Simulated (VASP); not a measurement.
# ScGa3N2 (P4mm) in VASP: single point with PBE

Aim: the single point of ScGa3N2 with PBE.

Program: VASP 6.6.1. These are calculated values, not measurements. Logs are shortened: lines on timing, memory, paths and dates and some standing lists are left out, and cuts for length are marked.

## (1) The cell of the first run

The structure is tetragonal, space group P4mm (No. 99). Conventional cell: a = 4.058 Å, b = 4.058 Å, c = 7.111 Å, α = 90.00°, β = 90.00°, γ = 90.00°. Sc (site symmetry 4mm) has 4 N at 2.35 Å within 3.1 Å. Ga (site symmetry 2mm) has 1 N at 2.31 Å and 6 Ga at 2.87 to 2.94 Å within 3.1 Å. Within 3.9 Å of Ga (site symmetry 4mm) lie 4 Ga at 2.94 Å and 4 Sc at 3.23 Å and 4 N at 3.35 Å. Within 3.1 Å of N (site symmetry 2mm) lie 1 Ga at 2.31 Å and 2 Sc at 2.35 Å and 4 N at 2.87 Å.

The cell was generated, and may not be a known phase.

## (2) Single point, PBE, collinear spin, ferromagnetic start

Input file INCAR:

```
SYSTEM = ScGa3N2
PREC = Accurate ; ENCUT = 520
EDIFF = 1E-6 ; ISMEAR = 0
SIGMA = 0.1 ; LREAL = .FALSE.
LASPH = .TRUE. ; NELM = 150
ALGO = Normal ; ISIF = 2
LWAVE = .FALSE. ; LCHARG = .FALSE.
ISPIN = 2 ; MAGMOM = 0 0 0 0 1 1
LORBIT = 11 ; LMAXMIX = 4
GGA = PE ; NBANDS = 43
```

Input file KPOINTS:

```
Automatic mesh
0
G
  4 4 4
  0 0 0
```

Input file POSCAR:

```
ScGa3N2
1.0
    4.0575474900      0.0000000000      0.0000000000
    0.0000000000      4.0575474900      0.0000000000
    0.0000000000      0.0000000000      7.1113915500
Sc Ga N
1 3 2
Direct
    0.5000000000      0.5000000000      0.6911311100
    0.0000000000      0.5000000000      0.1981890000
    0.5000000000      0.0000000000      0.1981890000
    0.0000000000      0.0000000000      0.8990588900
    0.0000000000      0.5000000000      0.5234104100
    0.5000000000      0.0000000000      0.5234104100
```

Potentials or basis: VASP PAW PBE potentials, release 64 (Sc_sv, Ga_d, N).

The run is started by

```sh
$ cat potpaw_PBE.64/Sc_sv/POTCAR potpaw_PBE.64/Ga_d/POTCAR potpaw_PBE.64/N/POTCAR > POTCAR
$ mpirun -np 1 vasp_std > vasp.out
```

OUTCAR:

```text
SYSTEM = ScGa3N2
   PREC = Accurate
   ENCUT = 520
   EDIFF = 1E-6
   ISMEAR = 0
   LREAL = .FALSE.
   LASPH = .TRUE.
   NELM = 150
   ISIF = 2
   ISPIN = 2
   LORBIT = 11
   GGA = PE

 ion  position               nearest neighbor table
   1  0.500  0.500  0.691-   5 2.35   6 2.35   6 2.35   5 2.35
   2  0.000  0.500  0.198-   5 2.31   3 2.87   3 2.87   3 2.87   3 2.87
   3  0.500  0.000  0.198-   6 2.31   2 2.87   2 2.87   2 2.87   2 2.87
   4  0.000  0.000  0.899-
   5  0.000  0.500  0.523-   2 2.31   1 2.35   1 2.35
   6  0.500  0.000  0.523-   3 2.31   1 2.35   1 2.35

  LATTYP: Found a simple tetragonal cell.
 ALAT       =     4.0575474900
 C/A-ratio  =     1.7526329803

  Lattice vectors:

 A1 = (   4.0575474900,   0.0000000000,   0.0000000000)
 A2 = (   0.0000000000,   4.0575474900,   0.0000000000)
 A3 = (   0.0000000000,   0.0000000000,   7.1113915500)

Analysis of symmetry for initial positions (statically):
=====================================================================
 Subroutine PRICEL returns:
 Original cell was already a primitive cell.

 Routine SETGRP: Setting up the symmetry group for a
 simple tetragonal supercell.

 Subroutine GETGRP returns: Found  8 space group operations
 (whereof  8 operations were pure point group operations)
 out of a pool of 16 trial point group operations.

The static configuration has the point symmetry C_4v.

Analysis of symmetry for dynamics (positions and initial velocities):
=====================================================================
 Subroutine PRICEL returns:
 Original cell was already a primitive cell.

 Routine SETGRP: Setting up the symmetry group for a
 simple tetragonal supercell.

 Subroutine GETGRP returns: Found  8 space group operations
 (whereof  8 operations were pure point group operations)
 out of a pool of 16 trial point group operations.

The dynamic configuration has the point symmetry C_4v.

Analysis of structural, dynamic, and magnetic symmetry:
=====================================================================
 Subroutine PRICEL returns:
 Original cell was already a primitive cell.

 Routine SETGRP: Setting up the symmetry group for a
 simple tetragonal supercell.

 Subroutine GETGRP returns: Found  8 space group operations
 (whereof  8 operations were pure point group operations)
 out of a pool of 16 trial point group operations.

The overall configuration has the point symmetry C_4v.

 Subroutine INISYM returns: Found  8 space group operations
 (whereof  8 operations are pure point group operations),
 and found     1 'primitive' translations

----------------------------------------------------------------------------------------

                                     Primitive cell

  volume of cell :     117.0798

  direct lattice vectors                    reciprocal lattice vectors
     4.057547490  0.000000000  0.000000000     0.246454294  0.000000000  0.000000000
     0.000000000  4.057547490  0.000000000     0.000000000  0.246454294  0.000000000
     0.000000000  0.000000000  7.111391550     0.000000000  0.000000000  0.140619454

  length of vectors
     4.057547490  4.057547490  7.111391550     0.246454294  0.246454294  0.140619454

  position of ions in fractional coordinates (direct lattice)
     0.500000000  0.500000000  0.691131110
     0.000000000  0.500000000  0.198189000
     0.500000000  0.000000000  0.198189000
     0.000000000  0.000000000  0.899058890
     0.000000000  0.500000000  0.523410410
     0.500000000  0.000000000  0.523410410

  ion indices of the primitive-cell ions
   primitive index   ion index
                 1           1
                 2           2
                 3           3
                 4           4
                 5           5
                 6           6

----------------------------------------------------------------------------------------

 KPOINTS: Automatic mesh

Automatic generation of k-mesh.
 Grid dimensions read from file:
 generate k-points for:    4    4    4

 Generating k-lattice:

  Cartesian coordinates                     Fractional coordinates (reciprocal lattice)
     0.061613573  0.000000000  0.000000000     0.250000000  0.000000000  0.000000000
     0.000000000  0.061613573  0.000000000     0.000000000  0.250000000  0.000000000
     0.000000000  0.000000000  0.035154864     0.000000000  0.000000000  0.250000000

  Length of vectors
     0.061613573  0.061613573  0.035154864

  Shift w.r.t. Gamma in fractional coordinates (k-lattice)
     0.000000000  0.000000000  0.000000000

 Subroutine IBZKPT returns following result:
 ===========================================

 Found     18 irreducible k-points:

 Following reciprocal coordinates:
            Coordinates               Weight
  0.000000  0.000000  0.000000      1.000000
  0.250000  0.000000  0.000000      4.000000
  0.500000  0.000000  0.000000      2.000000
  0.250000  0.250000  0.000000      4.000000
  0.500000  0.250000  0.000000      4.000000
  0.500000  0.500000  0.000000      1.000000
[... 10 lines left out ...]
  0.500000  0.250000  0.500000      4.000000
  0.500000  0.500000  0.500000      1.000000
   k-points           NKPTS =     18   k-points in BZ     NKDIM =     18   number of bands    NBANDS=     43
   number of dos      NEDOS =    301   number of ions     NIONS =      6
   total plane-waves  NPLWV =  48600
   dimension x,y,z NGX =    30 NGY =   30 NGZ =   54
   dimension x,y,z NGXF=    60 NGYF=   60 NGZF=  108
   ions per type =               1   3   2
   NGX,Y,Z   is equivalent  to a cutoff of  12.29, 12.29, 12.62 a.u.
   NGXF,Y,Z  is equivalent  to a cutoff of  24.58, 24.58, 25.25 a.u.
 SYSTEM =  ScGa3N2
   PREC   = accura    normal or accurate (medium, high low for compatibility)
   ISTART =      0    job   : 0-new  1-cont  2-samecut
   ICHARG =      2    charge: 1-file 2-atom 10-const
   ISPIN  =      2    spin polarized calculation?
   LNONCOLLINEAR =      F non collinear calculations
   LSORBIT =      F    spin-orbit coupling
   LASPH  =      T    aspherical Exc in radial PAW
   ENCUT  =  520.0 eV  38.22 Ry    6.18 a.u.   7.54  7.54 13.22*2*pi/ulx,y,z
   NELM   =    150;   NELMIN=  2; NELMDL= -5     # of ELM steps
   EDIFF  = 0.1E-05   stopping-criterion for ELM
   LREAL  =      F    real-space projection
   EDIFFG = 0.1E-04   stopping-criterion for IOM
   NSW    =      0    number of steps for IOM
   IBRION =     -1    ionic relax: 0-MD 1-quasi-New 2-CG
   NFREE  =      0    steps in history (QN), initial steepest desc. (CG)
   ISIF   =      2    stress and relaxation
   ISYM   =      2    0-nonsym 1-usesym 2-fastsym
   POTIM  = 0.5000    time-step for ionic-motion
   TEBEG  =    0.0;   TEEND  =   0.0 temperature during run
   PSTRESS=    0.0 pullay stress
   NELECT =      60.0000    total number of electrons
   NUPDOWN=      -1.0000    fix difference up-down
   EMIN   =  10.00;   EMAX   =-10.00  energy-range for DOS
   EFERMI =   0.00;   METHOD = LEGACY
   ISMEAR =     0;   SIGMA  =   0.10  broadening in eV -4-tet -1-fermi 0-gaus
   EFERMI_NEDOS =   21; number of points for ismear=-14 and -15
   IALGO  =     38    algorithm
   IMIX   =      4    mixing-type and parameters
     AMIX     =   0.40;   BMIX     =  1.00
     AMIX_MAG =   1.60;   BMIX_MAG =  1.00
  volume/ion in A,a.u.               =      19.51       131.68
  Fermi-wavevector in a.u.,A,eV,Ry     =   1.310080  2.475693 23.351827  1.716311
  Thomas-Fermi vector in A             =   2.440635
   LORBIT       =     11    0 simple, 1 ext, 2 COOP (PROOUT), +10 PAW based schemes
   GGA     = PE    functional components
   LHFCALC =     F    Hartree Fock is set to
   AEXX    =    0.0000 exact exchange contribution
   IVDW    =     0    specifies the selected vdW correction
   LEPSILON=     F    determine dielectric tensor
   LRPA    =     F    only Hartree local field effects (RPA)
 spin polarized calculation
 Gauss-broadening in eV      SIGMA  =   0.10
  energy-cutoff  :      520.00
  volume of cell :      117.08
 maximum number of plane-waves:      3178
   NGX = 15   NGY = 15   NGZ = 27

 number of electron      60.0000059 magnetization       0.0023801

 Free energy of the ion-electron system (eV)
  ---------------------------------------------------
  ext. energy  EPLUGINS =         0.00000000
  ---------------------------------------------------
  free energy    TOTEN  =       -28.72577465 eV

  energy without entropy =      -28.70714204  energy(sigma->0) =      -28.71645835

 E-fermi :   2.8845     XC(G=0):  -9.8449

 val. band max:        2.8639904306   @ k =   0.5000   0.5000   0.5000
 cond. band min:       2.9136936118   @ k =   0.0000   0.0000   0.2500
 fundamental gap:      0.0497031811
 Fermi energy:         2.8844512932

 spin component 1

 k-point     1 :       0.0000    0.0000    0.0000
  band No.  band energies     occupation
      1     -46.4638      1.00000
      2     -25.1563      1.00000
      3     -24.9965      1.00000
      4     -24.9965      1.00000
      5     -12.0611      1.00000
      6     -11.9881      1.00000
[... 34 lines left out ...]
     41       7.9077      0.00000
     42       9.8560      0.00000

 k-point     2 :       0.2500    0.0000    0.0000
  band No.  band energies     occupation
      1     -46.4632      1.00000
      2     -25.1541      1.00000
      3     -25.0137      1.00000
      4     -24.9955      1.00000
      5     -12.0069      1.00000
      6     -11.9494      1.00000
[... 709 lines left out ...]
     41       9.0584      0.00000
     42       9.9361      0.00000

 k-point    18 :       0.5000    0.5000    0.5000
  band No.  band energies     occupation
      1     -46.4613      1.00000
      2     -25.1475      1.00000
      3     -25.0283      1.00000
      4     -25.0283      1.00000
      5     -11.9546      1.00000
      6     -11.9546      1.00000
[... 34 lines left out ...]
     41       8.1804      0.00000
     42      10.6605      0.00000
 Fermi energy:         2.8844512932

 spin component 2

 k-point     1 :       0.0000    0.0000    0.0000
  band No.  band energies     occupation
      1     -46.4638      1.00000
      2     -25.1563      1.00000
      3     -24.9964      1.00000
      4     -24.9964      1.00000
      5     -12.0611      1.00000
      6     -11.9881      1.00000
[... 34 lines left out ...]
     41       7.9078      0.00000
     42       9.8561      0.00000

 k-point     2 :       0.2500    0.0000    0.0000
  band No.  band energies     occupation
      1     -46.4632      1.00000
      2     -25.1541      1.00000
      3     -25.0136      1.00000
      4     -24.9954      1.00000
      5     -12.0069      1.00000
      6     -11.9494      1.00000
[... 709 lines left out ...]
     41       9.0586      0.00000
     42       9.9363      0.00000

 k-point    18 :       0.5000    0.5000    0.5000
  band No.  band energies     occupation
      1     -46.4613      1.00000
      2     -25.1475      1.00000
      3     -25.0282      1.00000
      4     -25.0282      1.00000
      5     -11.9545      1.00000
      6     -11.9545      1.00000
[... 34 lines left out ...]
     41       8.1804      0.00000
     42      10.6608      0.00000
 [bands above 42 left out]

------------------------ aborting loop because EDIFF is reached ----------------------------------------

  FORCE on cell =-STRESS in cart. coord.  units (eV):
  Direction    XX          YY          ZZ          XY          YZ          ZX
  --------------------------------------------------------------------------------------
  -------------------------------------------------------------------------------------
  Total       -7.5945187     -7.5945187    -15.8966714      0.0000000      0.0000000      0.0000000
  in kB     -103.9271514   -103.9271514   -217.5379168      0.0000000      0.0000000      0.0000000
  external PRESSURE =    -141.7974066 kB  Pullay stress =       0.0000000 kB

 VOLUME and BASIS-vectors are now :
 -----------------------------------------------------------------------------
  energy-cutoff  :      520.00
  volume of cell :      117.08
      direct lattice vectors                 reciprocal lattice vectors
     4.057547490  0.000000000  0.000000000     0.246454294  0.000000000  0.000000000
     0.000000000  4.057547490  0.000000000     0.000000000  0.246454294  0.000000000
     0.000000000  0.000000000  7.111391550     0.000000000  0.000000000  0.140619454

 POSITION                                       TOTAL-FORCE (eV/Angst)
 -----------------------------------------------------------------------------------
      2.02877      2.02877      4.91490         0.000000     -0.000000     -4.043382
      0.00000      2.02877      1.40940        -0.000000      0.000000      1.689170
      2.02877      0.00000      1.40940         0.000000     -0.000000      1.689170
      0.00000      0.00000      6.39356         0.000000      0.000000      0.066994
      0.00000      2.02877      3.72218         0.000000     -0.000000      0.299024
      2.02877      0.00000      3.72218         0.000000      0.000000      0.299024
 -----------------------------------------------------------------------------------
    total drift:                                0.000000     -0.000000      0.002964

  FREE ENERGIE OF THE ION-ELECTRON SYSTEM (eV)
  ---------------------------------------------------
  free  energy   TOTEN  =       -28.7257746496 eV

  energy  without entropy=      -28.7071420422  energy(sigma->0) =      -28.71645835

 total charge

# of ion       s       p       d       tot
------------------------------------------
    1        2.170   6.092   0.969   9.231
    2        0.954   0.526   9.954  11.434
    3        0.954   0.526   9.954  11.434
    4        1.078   0.467   9.933  11.479
    5        1.309   2.110   0.000   3.420
    6        1.309   2.110   0.000   3.420
--------------------------------------------------
tot          7.776  11.832  30.810  50.417

 magnetization (x)

# of ion       s       p       d       tot
------------------------------------------
    1       -0.000   0.000   0.000   0.000
    2       -0.000  -0.000   0.000  -0.000
    3       -0.000  -0.000   0.000  -0.000
    4       -0.000  -0.000  -0.000  -0.000
    5        0.000   0.001   0.000   0.001
    6        0.000   0.001   0.000   0.001
--------------------------------------------------
tot          0.000   0.001   0.000   0.001
```

It took 1.7 min on 1 thread of AMD EPYC 9R45 (Zen 5), shared host; peak memory 0.29 GiB.

Results:

| Item | Value |
| --- | --- |
| Free energy | -28.7258 eV |
| Pressure | -14.2 GPa |
| Largest force | 4.043 eV/Å |
| Band gap on the k mesh | zero (filled and empty bands overlap) |
| Net moment | 0.00 μB per cell |
| Valence electrons inside the program's atomic spheres | Sc 9.23; Ga 11.43, 11.48 (each value once); N 3.42 |

Forces in eV/Å, atoms in the order of the input:
```
Sc   0.000  0.000 -4.043
Ga   0.000  0.000  1.689
Ga   0.000  0.000  1.689
Ga   0.000  0.000  0.067
N    0.000  0.000  0.299
N    0.000  0.000  0.299
```

Levels at points of the mesh, in eV from the Fermi level:
Spin up:
```
           k point  band 26  band 27  band 28  band 29  band 30  band 31  band 32  band 33  band 34  band 35
(0.00, 0.00, 0.00)    -2.17    -0.82    -0.07    -0.07     0.16     0.73     0.83     0.83     2.38     2.74
(0.50, 0.00, 0.00)    -1.41    -1.37    -0.88    -0.83    -0.39     0.81     1.96     2.10     2.62     2.81
(0.50, 0.50, 0.00)    -2.53    -2.26    -2.26    -1.61    -1.45    -0.04     1.12     1.12     1.39     2.44
(0.00, 0.00, 0.50)    -2.19    -2.19     0.17     0.17     0.57     0.57     0.65     2.47     2.74     2.75
(0.50, 0.00, 0.50)    -1.85    -1.49    -1.42    -0.80    -0.55    -0.45     1.47     2.52     2.77     3.30
(0.50, 0.50, 0.50)    -3.19    -1.77    -1.34    -1.34    -0.18    -0.04    -0.02    -0.02     1.39     2.28
```
Spin down:
```csv
k point,band 28,band 29,band 30,band 31,band 32,band 33
"(0.00, 0.00, 0.00)",-0.06,-0.06,0.16,0.73,0.83,0.83
"(0.50, 0.00, 0.00)",-0.88,-0.83,-0.39,0.81,1.96,2.10
"(0.50, 0.50, 0.00)",-2.26,-1.61,-1.45,-0.03,1.12,1.12
"(0.00, 0.00, 0.50)",0.17,0.17,0.57,0.57,0.65,2.47
"(0.50, 0.00, 0.50)",-1.42,-0.80,-0.55,-0.45,1.47,2.52
"(0.50, 0.50, 0.50)",-1.34,-1.34,-0.18,-0.03,-0.02,-0.02
```

Caveat: the k points lie up to 0.39 Å⁻¹ apart, too coarse for converged energies and pressures of a metal; forces of over 1 eV/Å act on the atoms, so gaps and moduli don't describe the material at rest.

The gap in the log of VASP goes by the Fermi energy; the results here count the filled bands.